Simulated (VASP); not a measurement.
# Si3N4 (P6_3/m) in VASP: single point with r2SCAN

Aim: the single point of Si3N4 with r2SCAN.

All numbers are computed with VASP 6.6.1; they aren't measurements. Logs are shortened: lines on timing, memory, paths and dates and some standing lists are left out, and cuts for length are marked.

## (1) The cell of the first run

Symmetry: P6_3/m, No. 176, hexagonal system. Conventional cell: a = 7.722 Å, b = 7.722 Å, c = 2.952 Å, α = 90.00°, β = 90.00°, γ = 120.00°. Si (site symmetry m) has 4 N at 1.76 Å within 2.3 Å. Within 2.3 Å of N (site symmetry m) lie 3 Si at 1.76 Å. N (site symmetry -6) has 3 Si at 1.76 Å within 2.3 Å.

## (2) Single point, r2SCAN

POSCAR reads:

```
Si3N4
1.0
    7.7216273400      0.0000000000      0.0000000000
   -3.8608136700      6.6871233000      0.0000000000
    0.0000000000      0.0000000000      2.9520254200
Si N
6 8
Direct
    0.7684800000      0.1745700000      0.2500000000
    0.5939100000      0.7684800000      0.7500000000
    0.8254300000      0.5939100000      0.2500000000
    0.2315200000      0.8254300000      0.7500000000
    0.4060900000      0.2315200000      0.2500000000
    0.1745700000      0.4060900000      0.7500000000
    0.0304900000      0.3302600000      0.2500000000
    0.7002300000      0.0304900000      0.7500000000
    0.6697400000      0.7002300000      0.2500000000
    0.9695100000      0.6697400000      0.7500000000
    0.2997700000      0.9695100000      0.2500000000
    0.3302600000      0.2997700000      0.7500000000
    0.6666600000      0.3333300000      0.2500000000
    0.3333300000      0.6666600000      0.7500000000
```

INCAR.step1 reads:

```
  ALGO = Normal
  EDIFF = 1E-4
  ENCUT = 520
  GGA = PE
  ISMEAR = -1
  LASPH = T
  LCHARG = F
  LREAL = F
  LWAVE = T
  NBANDS = 45
  NELM = 60
  PREC = Accurate
  SIGMA = 0.0565
```

INCAR.step2 reads:

```
  ALGO = Normal
  EDIFF = 1E-7
  ENCUT = 520
  ISIF = 2
  ISMEAR = -1
  ISTART = 1
  LASPH = T
  LCHARG = F
  LMIXTAU = T
  LREAL = F
  LWAVE = F
  METAGGA = R2SCAN
  NBANDS = 45
  NELM = 60
  PREC = Accurate
  SIGMA = 0.0565
```

KPOINTS reads:

```
k-points
0
Gamma
  4 4 9
```

Potentials or basis: VASP PAW PBE potentials, release 64 (Si, N).

Launch:

```
$ cat potpaw_PBE.64/Si/POTCAR potpaw_PBE.64/N/POTCAR > POTCAR
$ cp INCAR.step1 INCAR
$ mpirun -np 1 vasp_std > vasp.out
$ cp INCAR.step2 INCAR
$ mpirun -np 1 vasp_std > vasp.out
```

OUTCAR:

```text
EDIFF = 1E-7
   ENCUT = 520
   ISIF = 2
   ISMEAR = -1
   ISTART = 1
   LASPH = T
   LREAL = F
   METAGGA = R2SCAN
   NELM = 60
   PREC = Accurate

 ion  position               nearest neighbor table
   1  0.768  0.175  0.250-  13 1.76   7 1.76   8 1.76   8 1.76   3 3.04   5 3.04   2 3.10   2 3.10
                             6 3.10   6 3.10
   2  0.594  0.768  0.750-  14 1.76   8 1.76   9 1.76   9 1.76   6 3.04   4 3.04   1 3.10   1 3.10
                             3 3.10   3 3.10
   3  0.825  0.594  0.250-  13 1.76   9 1.76  10 1.76  10 1.76   1 3.04   5 3.04   4 3.10   4 3.10
                             2 3.10   2 3.10
   4  0.232  0.825  0.750-  14 1.76  10 1.76  11 1.76  11 1.76   6 3.04   2 3.04   5 3.10   5 3.10
                             3 3.10   3 3.10
   5  0.406  0.232  0.250-  13 1.76  11 1.76  12 1.76  12 1.76   3 3.04   1 3.04   4 3.10   4 3.10
                             6 3.10   6 3.10
   6  0.175  0.406  0.750-  14 1.76  12 1.76   7 1.76   7 1.76   4 3.04   2 3.04   1 3.10   1 3.10
                             5 3.10   5 3.10
   7  0.030  0.330  0.250-   1 1.76   6 1.76   6 1.76
   8  0.700  0.030  0.750-   2 1.76   1 1.76   1 1.76
   9  0.670  0.700  0.250-   3 1.76   2 1.76   2 1.76
  10  0.970  0.670  0.750-   4 1.76   3 1.76   3 1.76
  11  0.300  0.970  0.250-   5 1.76   4 1.76   4 1.76
  12  0.330  0.300  0.750-   6 1.76   5 1.76   5 1.76
  13  0.667  0.333  0.250-   5 1.76   1 1.76   3 1.76
  14  0.333  0.667  0.750-   6 1.76   2 1.76   4 1.76

  LATTYP: Found a hexagonal cell.
 ALAT       =     7.7216273400
 C/A-ratio  =     0.3823061241

  Lattice vectors:

 A1 = (   7.7216273400,   0.0000000000,   0.0000000000)
 A2 = (  -3.8608136700,   6.6871233000,   0.0000000000)
 A3 = (   0.0000000000,   0.0000000000,   2.9520254200)

Analysis of symmetry for initial positions (statically):
=====================================================================
 Subroutine PRICEL returns:
 Original cell was already a primitive cell.

 Routine SETGRP: Setting up the symmetry group for a
 hexagonal supercell.

 Subroutine GETGRP returns: Found  2 space group operations
 (whereof  1 operations were pure point group operations)
 out of a pool of 24 trial point group operations.

The static configuration has the point symmetry C_1 .
 The point group associated with its full space group is C_1h.

Analysis of symmetry for dynamics (positions and initial velocities):
=====================================================================
 Subroutine PRICEL returns:
 Original cell was already a primitive cell.

 Routine SETGRP: Setting up the symmetry group for a
 hexagonal supercell.

 Subroutine GETGRP returns: Found  2 space group operations
 (whereof  1 operations were pure point group operations)
 out of a pool of 24 trial point group operations.

The dynamic configuration has the point symmetry C_1 .
 The point group associated with its full space group is C_1h.

 Subroutine INISYM returns: Found  2 space group operations
 (whereof  1 operations are pure point group operations),
 and found     1 'primitive' translations

----------------------------------------------------------------------------------------

                                     Primitive cell

  volume of cell :     152.4292

  direct lattice vectors                    reciprocal lattice vectors
     7.721627340  0.000000000  0.000000000     0.129506379  0.074770567  0.000000000
    -3.860813670  6.687123300  0.000000000     0.000000000  0.149541134  0.000000000
     0.000000000  0.000000000  2.952025420     0.000000000  0.000000000  0.338750471

  length of vectors
     7.721627340  7.721625491  2.952025420     0.149541098  0.149541134  0.338750471

  position of ions in fractional coordinates (direct lattice)
     0.768480000  0.174570000  0.250000000
     0.593910000  0.768480000  0.750000000
     0.825430000  0.593910000  0.250000000
     0.231520000  0.825430000  0.750000000
     0.406090000  0.231520000  0.250000000
     0.174570000  0.406090000  0.750000000
     0.030490000  0.330260000  0.250000000
     0.700230000  0.030490000  0.750000000
     0.669740000  0.700230000  0.250000000
     0.969510000  0.669740000  0.750000000
     0.299770000  0.969510000  0.250000000
     0.330260000  0.299770000  0.750000000
[... 32 lines left out ...]
     0.000000000  0.037385283  0.000000000     0.000000000  0.250000000  0.000000000
     0.000000000  0.000000000  0.037638941     0.000000000  0.000000000  0.111111111

  Length of vectors
     0.037385274  0.037385283  0.037638941

  Shift w.r.t. Gamma in fractional coordinates (k-lattice)
     0.000000000  0.000000000  0.000000000

 Subroutine IBZKPT returns following result:
 ===========================================

 Found     50 irreducible k-points:

 Following reciprocal coordinates:
            Coordinates               Weight
  0.000000  0.000000  0.000000      1.000000
  0.250000  0.000000  0.000000      2.000000
  0.000000  0.250000  0.000000      2.000000
 -0.250000  0.250000  0.000000      2.000000
  0.500000  0.000000  0.000000      1.000000
  0.000000  0.500000  0.000000      1.000000
[... 16 lines left out ...]
  0.000000  0.250000  0.222222      4.000000
 -0.250000  0.250000  0.222222      4.000000
 [... further k-points ...]
   k-points           NKPTS =     50   k-points in BZ     NKDIM =     50   number of bands    NBANDS=     45
   number of dos      NEDOS =    301   number of ions     NIONS =     14
   total plane-waves  NPLWV =  86400
   dimension x,y,z NGX =    60 NGY =   60 NGZ =   24
   dimension x,y,z NGXF=   120 NGYF=  120 NGZF=   48
   ions per type =               6   8
   NGX,Y,Z   is equivalent  to a cutoff of  12.92, 12.92, 13.52 a.u.
   NGXF,Y,Z  is equivalent  to a cutoff of  25.84, 25.84, 27.03 a.u.
 SYSTEM =  unknown system
   PREC   = accura    normal or accurate (medium, high low for compatibility)
   ISTART =      1    job   : 0-new  1-cont  2-samecut
   ICHARG =      0    charge: 1-file 2-atom 10-const
   ISPIN  =      1    spin polarized calculation?
   LNONCOLLINEAR =      F non collinear calculations
   LSORBIT =      F    spin-orbit coupling
   LASPH  =      T    aspherical Exc in radial PAW
   ENCUT  =  520.0 eV  38.22 Ry    6.18 a.u.  14.36 14.36  5.49*2*pi/ulx,y,z
   NELM   =     60;   NELMIN=  2; NELMDL=  0     # of ELM steps
   EDIFF  = 0.1E-06   stopping-criterion for ELM
   LREAL  =      F    real-space projection
   EDIFFG = 0.1E-05   stopping-criterion for IOM
   NSW    =      0    number of steps for IOM
   IBRION =     -1    ionic relax: 0-MD 1-quasi-New 2-CG
   NFREE  =      0    steps in history (QN), initial steepest desc. (CG)
   ISIF   =      2    stress and relaxation
   ISYM   =      2    0-nonsym 1-usesym 2-fastsym
   POTIM  = 0.5000    time-step for ionic-motion
   TEBEG  =    0.0;   TEEND  =   0.0 temperature during run
   PSTRESS=    0.0 pullay stress
   NELECT =      64.0000    total number of electrons
   NUPDOWN=      -1.0000    fix difference up-down
   EMIN   =  10.00;   EMAX   =-10.00  energy-range for DOS
   EFERMI =   0.00;   METHOD = LEGACY
   ISMEAR =    -1;   SIGMA  =   0.06  broadening in eV -4-tet -1-fermi 0-gaus
   EFERMI_NEDOS =   21; number of points for ismear=-14 and -15
   IALGO  =     38    algorithm
   IMIX   =      4    mixing-type and parameters
     AMIX     =   0.40;   BMIX     =  1.00
     AMIX_MAG =   1.60;   BMIX_MAG =  1.00
  volume/ion in A,a.u.               =      10.89        73.47
  Fermi-wavevector in a.u.,A,eV,Ry     =   1.225873  2.316564 20.446346  1.502764
  Thomas-Fermi vector in A             =   2.360895
   LORBIT       =      0    0 simple, 1 ext, 2 COOP (PROOUT), +10 PAW based schemes
   METAGGA = R2SCAN    functional components
   LHFCALC =     F    Hartree Fock is set to
   AEXX    =    0.0000 exact exchange contribution
   IVDW    =     0    specifies the selected vdW correction
   LEPSILON=     F    determine dielectric tensor
   LRPA    =     F    only Hartree local field effects (RPA)
 non-spin polarized calculation
  energy-cutoff  :      520.00
  volume of cell :      152.43
 maximum number of plane-waves:      4145
 NGX is ok and might be reduce to    60
   NGX = 29   NGY = 29   NGZ = 11

 number of electron      63.9999998 magnetization

 Free energy of the ion-electron system (eV)
  ---------------------------------------------------
  ext. energy  EPLUGINS =         0.00000000
  ---------------------------------------------------
  free energy    TOTEN  =      -143.91825013 eV

  energy without entropy =     -143.91825013  energy(sigma->0) =     -143.91825013

 E-fermi :   7.1903     XC(G=0): -11.1628

 val. band max:        6.0230530859   @ k =   0.0000   0.0000   0.2222
 cond. band min:      10.8235157784   @ k =   0.0000   0.0000   0.0000
 fundamental gap:      4.8004626925
 Fermi energy:         7.1903353286

 k-point     1 :       0.0000    0.0000    0.0000
  band No.  band energies     occupation
      1     -12.7104      2.00000
      2     -11.3172      2.00000
      3     -11.3171      2.00000
      4     -10.6729      2.00000
      5     -10.5546      2.00000
      6     -10.5546      2.00000
[... 1117 lines left out ...]
     43      14.5553      0.00000
     44      14.6388      0.00000

 [... further k-points ...]

 [bands above 44 left out]

------------------------ aborting loop because EDIFF is reached ----------------------------------------

  FORCE on cell =-STRESS in cart. coord.  units (eV):
  Direction    XX          YY          ZZ          XY          YZ          ZX
  --------------------------------------------------------------------------------------
  -------------------------------------------------------------------------------------
  Total      -10.3533256    -10.3531008    -11.4766390      0.0006589      0.0000000      0.0000000
  in kB     -108.8233751   -108.8210123   -120.6304761      0.0069253      0.0000000      0.0000000
  external PRESSURE =    -112.7582878 kB  Pullay stress =       0.0000000 kB

 VOLUME and BASIS-vectors are now :
 -----------------------------------------------------------------------------
  energy-cutoff  :      520.00
  volume of cell :      152.43
      direct lattice vectors                 reciprocal lattice vectors
     7.721627340  0.000000000  0.000000000     0.129506379  0.074770567  0.000000000
    -3.860813670  6.687123300  0.000000000     0.000000000  0.149541134  0.000000000
     0.000000000  0.000000000  2.952025420     0.000000000  0.000000000  0.338750471

 POSITION                                       TOTAL-FORCE (eV/Angst)
 -----------------------------------------------------------------------------------
      5.25993      1.16737      0.73801         0.017810      0.091515      0.000000
      1.61899      5.13892      2.21402        -0.070300      0.061037      0.000000
      4.08069      3.97155      0.73801        -0.088402     -0.030481      0.000000
     -1.39912      5.51975      2.21402        -0.017736     -0.091708      0.000000
      2.24182      1.54820      0.73801         0.069555     -0.061414      0.000000
     -0.21987      2.71557      2.21402         0.088227      0.029489      0.000000
     -1.03964      2.20849      0.73801         0.080283     -0.005287      0.000000
      5.28920      0.20389      2.21402         0.044671      0.067083      0.000000
      2.46803      4.68252      0.73801        -0.035836      0.072425      0.000000
      4.90045      4.47863      2.21402        -0.080676      0.004994      0.000000
     -1.42839      6.48323      0.73801        -0.044673     -0.067506      0.000000
      1.39279      2.00460      2.21402         0.035753     -0.072443      0.000000
      3.86078      2.22902      0.73801         0.001350      0.000745      0.000000
     -0.00000      4.45804      2.21402        -0.000024      0.001551      0.000000
 -----------------------------------------------------------------------------------
    total drift:                               -0.000000     -0.000001      0.000000

  FREE ENERGIE OF THE ION-ELECTRON SYSTEM (eV)
  ---------------------------------------------------
  free  energy   TOTEN  =      -143.9182501284 eV

  energy  without entropy=     -143.9182501283  energy(sigma->0) =     -143.91825013
```

Run time: 22 min. Hardware: 1 thread of Intel Xeon Platinum 8259CL at 2.50GHz (Skylake/Cascade Lake), shared host; peak memory 0.45 GiB.

What came out:

```yaml
Free_energy: -143.9183 eV
Pressure: -11.3 GPa
Largest_force: 0.094 eV/Å
Band_gap_on_the_k_mesh: 4.80 eV (least direct gap 4.97 eV)
```

Forces in eV/Å, atoms in the order of the input:
```
Si   0.018  0.092  0.000
Si  -0.070  0.061  0.000
Si  -0.088 -0.030  0.000
Si  -0.018 -0.092  0.000
Si   0.070 -0.061  0.000
Si   0.088  0.029  0.000
N    0.080 -0.005  0.000
N    0.045  0.067  0.000
N   -0.036  0.072  0.000
N   -0.081  0.005  0.000
N   -0.045 -0.068  0.000
N    0.036 -0.072  0.000
N    0.001  0.001  0.000
N    0.000  0.002  0.000
```

Caveat: the cell stands under tension; the PAW data sets were made with another functional, which shifts forces and pressure a little. A k mesh can miss the band edges.
